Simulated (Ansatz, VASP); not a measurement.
## One calculation of Pb, two programs

```
Pb
1.0
     0.00000    2.47502    2.47502
     2.47502    0.00000    2.47502
     2.47502    2.47502    0.00000
Pb
1
Direct
  0.00000 0.00000 0.00000
```

Alike in both runs: task single point; functional BLYP; k mesh 9 × 9 × 9; occupations fermi-dirac, width 0.05 eV; no spin polarisation.

|  | VASP | Ansatz |
| --- | --- | --- |
| version | VASP 6.6.1 | Ansatz 0.2.0 |
| potentials or method | VASP PAW PBE potentials, release 64 (Pb_d) | Ansatz PAW |
| plane-wave cutoff (eV) | 520 | 420 |
| valence electrons in the cell | 14 | 14 |

VASP gave:

```
gap on the k mesh at the Fermi level (eV) : none
pressure (GPa)                            : 6.0
```

**Question.** Estimate Ansatz's values.

**Answer.** gap on the k mesh at the Fermi level (eV): none; pressure (GPa): 5.9.

VASP's potentials were made for PBE, not for BLYP. A gap of «none» marks a metal or a gap that the smearing closes.

Spin-orbit coupling is off throughout.
